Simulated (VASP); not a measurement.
# Cd (Fd-3m) in VASP: further runs

Aim: see how the results for Cd move with the level of theory and the settings. Levels: pbesol exchange, lda correlation. Tasks: relaxation of cell and atoms.

Program: VASP 6.6.1. These are calculated values, not measurements. Logs are shortened: lines on timing, memory, paths and dates and some standing lists are left out, and cuts for length are marked.

## Step 1: The cell of the first run

Symmetry: Fd-3m, No. 227, cubic system. The conventional cell has a = 6.080 Å, b = 6.080 Å, c = 6.080 Å, α = 90.00°, β = 90.00°, γ = 90.00°. Cd (site symmetry -43m) has 4 Cd at 2.63 Å within 3.5 Å.

This isn't the form of Cd at room conditions, which is hcp.

## Step 2: Relaxation of cell and atoms, pbesol exchange, lda correlation, target pressure 40 GPa, at which the enthalpy is minimised

Contents of INCAR:

```
PREC = Accurate ; ENCUT = 500
EDIFF = 1E-7 ; ISMEAR = 1
SIGMA = 0.1 ; LREAL = False
LASPH = True ; NELM = 120
ALGO = Normal ; ISIF = 3
LWAVE = False ; LCHARG = False
GGA = LIBXC ; LIBXC1 = GGA_X_PBE_SOL
LIBXC2 = LDA_C_PW ; IBRION = 2
NSW = 80 ; EDIFFG = -0.02
PSTRESS = 400.0 ; GGA_COMPAT = False
NELMIN = 4
```

Contents of KPOINTS:

```
Automatic mesh
0
Gamma
  6 6 6
```

Contents of POSCAR:

```
Cd
1.0
    0.0000000000      3.0400000000      3.0400000000
    3.0400000000      0.0000000000      3.0400000000
    3.0400000000      3.0400000000      0.0000000000
Cd
2
Direct
    1.0000000000      1.0000000000      1.0000000000
    0.2500000000      0.2500000000      0.2500000000
```

Potentials or basis: VASP PAW PBE potentials, release 64 (Cd).

Launch:

```console
$ cat potpaw_PBE.64/Cd/POTCAR > POTCAR
$ mpirun -np 1 vasp_std > vasp.out
```

OUTCAR:

```text
PREC = Accurate
   ENCUT = 500
   EDIFF = 1E-7
   ISMEAR = 1
   LREAL = False
   LASPH = True
   NELM = 120
   ISIF = 3
   GGA = LIBXC
   IBRION = 2
   NSW = 80
   EDIFFG = -0.02
   PSTRESS = 400.0
   NELMIN = 4

 ion  position               nearest neighbor table
   1  0.000  0.000  0.000-   2 2.63   2 2.63   2 2.63   2 2.63
   2  0.250  0.250  0.250-   1 2.63   1 2.63   1 2.63   1 2.63

  LATTYP: Found a face centered cubic cell.
 ALAT       =     6.0800000000

  Lattice vectors:

 A1 = (   0.0000000000,   3.0400000000,   3.0400000000)
 A2 = (   3.0400000000,   0.0000000000,   3.0400000000)
 A3 = (   3.0400000000,   3.0400000000,   0.0000000000)

Analysis of symmetry for initial positions (statically):
=====================================================================
 Subroutine PRICEL returns:
 Original cell was already a primitive cell.

 Routine SETGRP: Setting up the symmetry group for a
 face centered cubic supercell.

 Subroutine GETGRP returns: Found 48 space group operations
 (whereof 24 operations were pure point group operations)
 out of a pool of 48 trial point group operations.

The static configuration has the point symmetry T_d .
 The point group associated with its full space group is O_h .

Analysis of symmetry for dynamics (positions and initial velocities):
=====================================================================
 Subroutine PRICEL returns:
 Original cell was already a primitive cell.

 Routine SETGRP: Setting up the symmetry group for a
 face centered cubic supercell.

 Subroutine GETGRP returns: Found 48 space group operations
 (whereof 24 operations were pure point group operations)
 out of a pool of 48 trial point group operations.

The dynamic configuration has the point symmetry T_d .
 The point group associated with its full space group is O_h .

 Subroutine INISYM returns: Found 48 space group operations
 (whereof 24 operations are pure point group operations),
 and found     1 'primitive' translations

----------------------------------------------------------------------------------------

                                     Primitive cell

  volume of cell :      56.1889

  direct lattice vectors                    reciprocal lattice vectors
     0.000000000  3.040000000  3.040000000    -0.164473684  0.164473684  0.164473684
     3.040000000  0.000000000  3.040000000     0.164473684 -0.164473684  0.164473684
     3.040000000  3.040000000  0.000000000     0.164473684  0.164473684 -0.164473684

  length of vectors
     4.299209230  4.299209230  4.299209230     0.284876778  0.284876778  0.284876778

  position of ions in fractional coordinates (direct lattice)
     0.000000000  0.000000000  0.000000000
     0.250000000  0.250000000  0.250000000

  ion indices of the primitive-cell ions
   primitive index   ion index
                 1           1
                 2           2

----------------------------------------------------------------------------------------

 KPOINTS: Automatic mesh

Automatic generation of k-mesh.
 Grid dimensions read from file:
 generate k-points for:    6    6    6

 Generating k-lattice:

  Cartesian coordinates                     Fractional coordinates (reciprocal lattice)
    -0.027412281  0.027412281  0.027412281     0.166666667  0.000000000  0.000000000
     0.027412281 -0.027412281  0.027412281     0.000000000  0.166666667  0.000000000
     0.027412281  0.027412281 -0.027412281     0.000000000  0.000000000  0.166666667

  Length of vectors
     0.047479463  0.047479463  0.047479463

  Shift w.r.t. Gamma in fractional coordinates (k-lattice)
     0.000000000  0.000000000  0.000000000

 Subroutine IBZKPT returns following result:
 ===========================================

 Found     16 irreducible k-points:

 Following reciprocal coordinates:
            Coordinates               Weight
  0.000000  0.000000  0.000000      1.000000
  0.166667  0.000000  0.000000      8.000000
  0.333333  0.000000  0.000000      8.000000
  0.500000  0.000000  0.000000      4.000000
  0.166667  0.166667  0.000000      6.000000
  0.333333  0.166667  0.000000     24.000000
[... 8 lines left out ...]
 -0.333333  0.333333  0.166667     24.000000
 -0.333333  0.500000  0.166667     12.000000
   k-points           NKPTS =     16   k-points in BZ     NKDIM =     16   number of bands    NBANDS=     16
   number of dos      NEDOS =    301   number of ions     NIONS =      2
   total plane-waves  NPLWV =  32768
   dimension x,y,z NGX =    32 NGY =   32 NGZ =   32
   dimension x,y,z NGXF=    64 NGYF=   64 NGZF=   64
   ions per type =               2
   NGX,Y,Z   is equivalent  to a cutoff of  12.37, 12.37, 12.37 a.u.
   NGXF,Y,Z  is equivalent  to a cutoff of  24.75, 24.75, 24.75 a.u.
 SYSTEM =  unknown system
   PREC   = accura    normal or accurate (medium, high low for compatibility)
   ISTART =      0    job   : 0-new  1-cont  2-samecut
   ICHARG =      2    charge: 1-file 2-atom 10-const
   ISPIN  =      1    spin polarized calculation?
   LNONCOLLINEAR =      F non collinear calculations
   LSORBIT =      F    spin-orbit coupling
   LASPH  =      T    aspherical Exc in radial PAW
   ENCUT  =  500.0 eV  36.75 Ry    6.06 a.u.   7.84  7.84  7.84*2*pi/ulx,y,z
   NELM   =    120;   NELMIN=  4; NELMDL= -5     # of ELM steps
   EDIFF  = 0.1E-06   stopping-criterion for ELM
   LREAL  =      F    real-space projection
   EDIFFG = -.2E-01   stopping-criterion for IOM
   NSW    =     80    number of steps for IOM
   IBRION =      2    ionic relax: 0-MD 1-quasi-New 2-CG
   NFREE  =      1    steps in history (QN), initial steepest desc. (CG)
   ISIF   =      3    stress and relaxation
   ISYM   =      2    0-nonsym 1-usesym 2-fastsym
   POTIM  = 0.5000    time-step for ionic-motion
   TEBEG  =    0.0;   TEEND  =   0.0 temperature during run
   PSTRESS=  400.0 pullay stress
   NELECT =      24.0000    total number of electrons
   NUPDOWN=      -1.0000    fix difference up-down
   EMIN   =  10.00;   EMAX   =-10.00  energy-range for DOS
   EFERMI =   0.00;   METHOD = LEGACY
   ISMEAR =     1;   SIGMA  =   0.10  broadening in eV -4-tet -1-fermi 0-gaus
   EFERMI_NEDOS =   21; number of points for ismear=-14 and -15
   IALGO  =     38    algorithm
   IMIX   =      4    mixing-type and parameters
     AMIX     =   0.40;   BMIX     =  1.00
     AMIX_MAG =   1.60;   BMIX_MAG =  1.00
  volume/ion in A,a.u.               =      28.09       189.59
  Fermi-wavevector in a.u.,A,eV,Ry     =   1.232901  2.329846 20.681478  1.520046
  Thomas-Fermi vector in A             =   2.367653
   LORBIT       =      0    0 simple, 1 ext, 2 COOP (PROOUT), +10 PAW based schemes
   GGA     = LIBXC    functional components
   LHFCALC =     F    Hartree Fock is set to
   AEXX    =    0.0000 exact exchange contribution
   IVDW    =     0    specifies the selected vdW correction
   LEPSILON=     F    determine dielectric tensor
   LRPA    =     F    only Hartree local field effects (RPA)
 conjugate gradient relaxation of ions
 non-spin polarized calculation
 Methfessel and Paxton  Order N= 1 SIGMA  =   0.10
  energy-cutoff  :      500.00
  volume of cell :       56.19
 maximum number of plane-waves:      1458
   NGX = 15   NGY = 15   NGZ = 15

--------------------------------------- Ionic step        1  -------------------------------------------

 number of electron      24.0000000 magnetization

 Free energy of the ion-electron system (eV)
  ---------------------------------------------------
  ext. energy  EPLUGINS =         0.00000000
  ---------------------------------------------------
  free energy    TOTEN  =         0.35076764 eV

  energy without entropy =        0.35302400  energy(sigma->0) =        0.35151976

 E-fermi :   1.3916     XC(G=0):  -9.3240

 val. band max:        1.2541713871   @ k =   0.3333   0.3333   0.0000
 cond. band min:       1.3927451579   @ k =  -0.3333   0.5000   0.1667
 fundamental gap:      0.1385737708
 Fermi energy:         1.3915772057

 k-point     1 :       0.0000    0.0000    0.0000
  band No.  band energies     occupation
      1      -8.5685      2.00000
      2      -8.5685      2.00000
      3      -8.5685      2.00000
      4      -8.5116      2.00000
      5      -8.5116      2.00000
      6      -7.4286      2.00000
[... 8 lines left out ...]
     15       7.9037      0.00000
     16       7.9037      0.00000
[... 737 lines left out ...]
  FREE ENERGIE OF THE ION-ELECTRON SYSTEM (eV)
  ---------------------------------------------------
  free  energy   TOTEN  =         1.8943344411 eV

  energy  without entropy=        1.8982140486  energy(sigma->0) =        1.89562764

  enthalpy is  TOTEN    =        13.1399051702 eV   P V=       11.2455707291

--------------------------------------- Ionic step        5  -------------------------------------------

 number of electron      24.0000009 magnetization

 Free energy of the ion-electron system (eV)
  ---------------------------------------------------
  ext. energy  EPLUGINS =         0.00000000
  ---------------------------------------------------
  free energy    TOTEN  =         2.11973388 eV

  energy without entropy =        2.12402874  energy(sigma->0) =        2.12116550

 E-fermi :   2.7263     XC(G=0): -10.5600

 val. band max:        2.7202208918   @ k =  -0.3333   0.3333   0.1667
 cond. band min:       2.7519742598   @ k =   0.5000   0.3333   0.0000
 fundamental gap:      0.0317533680
 Fermi energy:         2.7262855802

 k-point     1 :       0.0000    0.0000    0.0000
  band No.  band energies     occupation
      1      -8.0314      2.00000
      2      -8.0314      2.00000
      3      -8.0314      2.00000
      4      -8.0010      2.00000
      5      -8.0010      2.00000
      6      -6.3326      2.00000
[... 8 lines left out ...]
     15      10.6265      0.00000
     16      10.6265      0.00000
[... 305 lines left out ...]
 POSITION                                       TOTAL-FORCE (eV/Angst)
 -----------------------------------------------------------------------------------
      0.00000      0.00000      0.00000        -0.000000     -0.000000     -0.000000
      1.40208      1.40208      1.40208         0.000000      0.000000      0.000000
 -----------------------------------------------------------------------------------
    total drift:                               -0.000000      0.000000      0.000000

  FREE ENERGIE OF THE ION-ELECTRON SYSTEM (eV)
  ---------------------------------------------------
  free  energy   TOTEN  =         2.1197338792 eV

  energy  without entropy=        2.1240287449  energy(sigma->0) =        2.12116550

  enthalpy is  TOTEN    =        13.1297405698 eV   P V=       11.0100066906

 reached required accuracy - stopping structural energy minimisation
```

It took 26 s on 1 thread of Intel Xeon 6975P-C (Granite Rapids), shared host; peak memory 0.19 GiB.

Results:

* Free energy: 2.1197 eV
* Relaxed volume: 22.05 Å³/atom
* Relaxed cell: a = 3.966 Å, b = 3.966 Å, c = 3.966 Å, α = 60.00°, β = 60.00°, γ = 60.00°
* Space group after relaxing (to 0.1 Å): Fd-3m (No. 227)
* Energy change on relaxing (the run minimises the enthalpy): +884.5 meV/atom
* Ionic steps: 5
* Pressure after relaxing: 40.1 GPa
* Band gap on the k mesh: zero (bands 12 and 13 overlap by 8.25 eV)

The path:
```tsv
step	energy change (eV)	largest force (eV/Å)	pressure (GPa)	volume (Å³)
1	0.0000	0.0000	12.45	56.19
2	17.5293	0.0000	346.82	25.35
3	1.3374	0.0000	33.25	45.99
4	1.5436	0.0000	36.50	45.04
5	1.7690	0.0000	40.10	44.10
```

Final structure:
```
Cd
1.0
     0.00000    2.80416    2.80416
     2.80416    0.00000    2.80416
     2.80416    2.80416    0.00000
Cd
2
Direct
  0.00000 0.00000 0.00000
  0.25000 0.25000 0.25000
```

Caveat: the cell is relaxed towards a set pressure, so the run minimises the enthalpy, not the energy; the volume moved by over 15 % at a fixed basis, so the end points are rough; the PAW data sets were made with another functional, which shifts forces and pressure a little.

## Step 3: Relaxation of cell and atoms, pbesol exchange, lda correlation, target pressure 60 GPa, at which the enthalpy is minimised

Contents of INCAR:

```
SYSTEM = Cd
  PREC = Accurate
  ENCUT = 500
  EDIFF = 1E-7
  ISMEAR = 1
  SIGMA = 0.1
  LREAL = .False.
  LASPH = .True.
  NELM = 120
  ALGO = Normal
  ISIF = 3
  LWAVE = .False.
  LCHARG = .False.
  GGA = LIBXC
  LIBXC1 = GGA_X_PBE_SOL
  LIBXC2 = LDA_C_PW
  IBRION = 2
  NSW = 80
  EDIFFG = -0.02
  PSTRESS = 600.0
  GGA_COMPAT = .False.
  NELMIN = 4
```

Contents of KPOINTS:

```
Automatic mesh
0
Gamma
  6 6 6
  0 0 0
```

POSCAR is that of step 2.

Potentials or basis: VASP PAW PBE potentials, release 64 (Cd).

Launch:

```console
$ cat potpaw_PBE.64/Cd/POTCAR > POTCAR
$ mpirun -np 1 vasp_std > vasp.out
```

It took 39 s on 1 thread of Intel Xeon 6975P-C (Granite Rapids), shared host; peak memory 0.2 GiB.

Results (log left out):

```yaml
Free_energy: 3.3398 eV
Relaxed_volume: 20.07 Å³/atom
Relaxed_cell: a = 3.843 Å, b = 3.843 Å, c = 3.843 Å, α = 60.00°, β = 60.00°, γ = 60.00°
Space_group_after_relaxing_to_0.1_Å: Fd-3m (No. 227)
Energy_change_on_relaxing_the_run_minimises_the_enthalpy: +1494.5 meV/atom
Ionic_steps: 7
Pressure_after_relaxing: 60.0 GPa
Band_gap_on_the_k_mesh: zero (bands 12 and 13 overlap by 9.11 eV)
```

The path:
| step | energy change (eV) | largest force (eV/Å) | pressure (GPa) | volume (Å³) |
| --- | --- | --- | --- | --- |
| 1 | 0.0000 | 0.0000 | 12.45 | 56.19 |
| 2 | 117.9404 | 0.0000 | 3305.48 | 12.00 |
| 3 | 0.4029 | 0.0000 | 18.37 | 51.95 |
| 4 | 0.8210 | 0.0000 | 25.11 | 48.85 |
| 5 | 3.5313 | 0.0000 | 69.18 | 38.79 |
| 6 | 2.8853 | 0.0000 | 58.31 | 40.42 |
| 7 | 2.9890 | 0.0000 | 60.03 | 40.14 |

Final structure:
```cif
data_structure
_symmetry_space_group_name_H-M 'P 1'
_symmetry_Int_Tables_number 1
_cell_length_a 3.8432
_cell_length_b 3.8432
_cell_length_c 3.8432
_cell_angle_alpha 60.000
_cell_angle_beta 60.000
_cell_angle_gamma 60.000
_cell_volume 40.14
loop_
_atom_site_label
_atom_site_type_symbol
_atom_site_fract_x
_atom_site_fract_y
_atom_site_fract_z
_atom_site_occupancy
Cd1 Cd 0.00000 0.00000 0.00000 1
Cd2 Cd 0.25000 0.25000 0.25000 1
```

Levels at points of the mesh, in eV from the Fermi level:
```tsv
k point	band 8	band 9	band 10	band 11	band 12	band 13	band 14	band 15	band 16
(0.00, 0.00, 0.00)	-9.27	-9.27	-8.49	-8.49	7.85	7.85	7.85	8.47	8.47
(0.50, 0.00, 0.00)	-9.16	-8.53	-8.53	-4.83	-4.29	4.60	4.60	9.18	9.33
(0.50, 0.50, 0.00)	-9.50	-8.38	-8.38	-3.30	-3.30	0.97	0.97	5.79	5.79
```

Caveat: the cell is relaxed towards a set pressure, so the run minimises the enthalpy, not the energy; the volume moved by over 15 % at a fixed basis, so the end points are rough; the PAW data sets were made with another functional, which shifts forces and pressure a little.
